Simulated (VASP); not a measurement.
Runs of VASP 6.6.1 on Si. The structure is that of space group P6_3/mmc (No. 194), or close to it. The cells are those of the table. 

| cell | gap on the mesh (eV) | pressure (GPa) | largest force (eV/Å) |
| --- | --- | --- | --- |
| a = 4.138, b = 4.138, c = 5.826 Å, angles 90.0, 90.0, 120.0°, 4 atoms | none | (c) | 2.14 |
| a = 3.678, b = 3.678, c = 6.333 Å, angles 90.0, 90.0, 120.0°, 4 atoms | 0.61 | 9.6 | (b) |
| a = 3.525, b = 3.525, c = 6.839 Å, angles 90.0, 90.0, 120.0°, 4 atoms | none | 13.8 | 1.66 |
| a = 3.985, b = 3.985, c = 6.333 Å, angles 90.0, 90.0, 120.0°, 4 atoms | 0.57 | (a) | 0.35 |
| a = 3.678, b = 3.678, c = 6.586 Å, angles 90.0, 90.0, 120.0°, 4 atoms | 0.69 | 5.2 | 0.81 |

Alike in all rows: task single point; level r2SCAN; potentials or basis VASP PAW PBE potentials, release 64 (Si); no spin polarisation; k mesh 12 × 12 × 6; cutoff (eV) 520; smearing gaussian 0.05 eV.

Problem. Fill in the values left out.

Solution. (a) -6.3; (b) 0.58; (c) -2.2.

Caveats: the PAW data sets were made with another functional, which shifts forces and pressure a little.

A k mesh can miss the band edges.

A gap of «none» marks levels without a gap at the run's occupations.
